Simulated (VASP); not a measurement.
**HfO2: single point with PBE**

HfO2:

```xyz
12
Lattice="-3.6043 0.0000 0.0000 0.0000 -3.6043 0.0000 -0.6008 0.6008 10.5279" Properties=species:S:1:pos:R:3 pbc="T T T"
Hf   -1.8022   -1.8022    2.1235
Hf   -1.8022   -1.8022    7.3875
Hf   -3.6043   -3.6043    4.7555
Hf   -3.6043   -3.6043   10.0194
O     0.0000   -1.8022    3.1408
O     0.0000   -1.8022    8.4047
O    -1.8022    0.0000    3.7382
O    -1.8022    0.0000    9.0022
O    -1.8022    0.0000    1.1062
O    -1.8022    0.0000    6.3702
O     0.0000   -1.8022    0.5088
O     0.0000   -1.8022    5.7727
```

```yaml
Program: VASP 6.6.1
Task: single point
Functional: PBE
Potentials_or_basis: VASP PAW PBE potentials, release 64 (Hf_pv, O)
Cutoff: 520 eV
k_mesh: 6 × 6 × 2
Occupations: gaussian, width 0.05 eV
Spin: no spin polarisation
```

- Pressure: 6.6 GPa
- Largest force: 12.041 eV/Å
- Band gap on the k mesh: 3.76 eV (least direct gap 4.00 eV)

Forces in eV/Å, atoms in the order of the input:
```
Hf   0.298 -0.364  1.075
Hf   0.004  0.002  0.528
Hf   0.001 -0.003  0.395
Hf   2.407  8.370 -8.315
O    0.023  0.021 -0.294
O    0.125  0.419  0.202
O    0.018 -0.011 -0.162
O   -0.142  0.009 -0.229
O   -0.163 -0.215  0.684
O   -0.001  0.016 -0.173
O   -2.572 -8.235  6.507
O    0.001 -0.008 -0.218
```

Stress tensor (GPa, compression positive):
```
  3.78   3.55  -2.34
  3.55   8.91 -12.15
 -2.34 -12.15   7.01
```

Levels at points of the mesh, in eV from the valence-band top:
```tsv
k point	band 42	band 43	band 44	band 45	band 46	band 47
(0.00, 0.00, 0.00)	-0.53	-0.30	0.00	4.00	4.37	4.77
(0.50, 0.00, 0.00)	-1.04	-0.63	-0.45	4.33	4.68	4.89
(0.00, 0.50, 0.00)	-1.07	-0.61	-0.55	3.76	4.70	4.93
(0.50, 0.50, 0.00)	-0.55	-0.42	-0.28	4.84	5.30	5.44
(0.00, 0.00, 0.50)	-0.53	-0.30	0.00	4.02	4.37	4.78
(0.50, 0.00, 0.50)	-0.96	-0.87	-0.55	4.33	4.68	4.89
(0.00, 0.50, 0.50)	-0.88	-0.79	-0.58	3.76	4.70	4.93
(0.50, 0.50, 0.50)	-0.54	-0.46	-0.31	4.84	5.35	5.45
```

Run time: 8 min on 1 thread of Intel Xeon 8259CL (shared host), peak memory 0.38 GiB.

Caveat: the cell stands under pressure; spin-orbit coupling is left out, which moves the levels of the heavy elements; forces of over 1 eV/Å act on the atoms, so gaps and moduli don't describe the material at rest. A k mesh can miss the band edges.
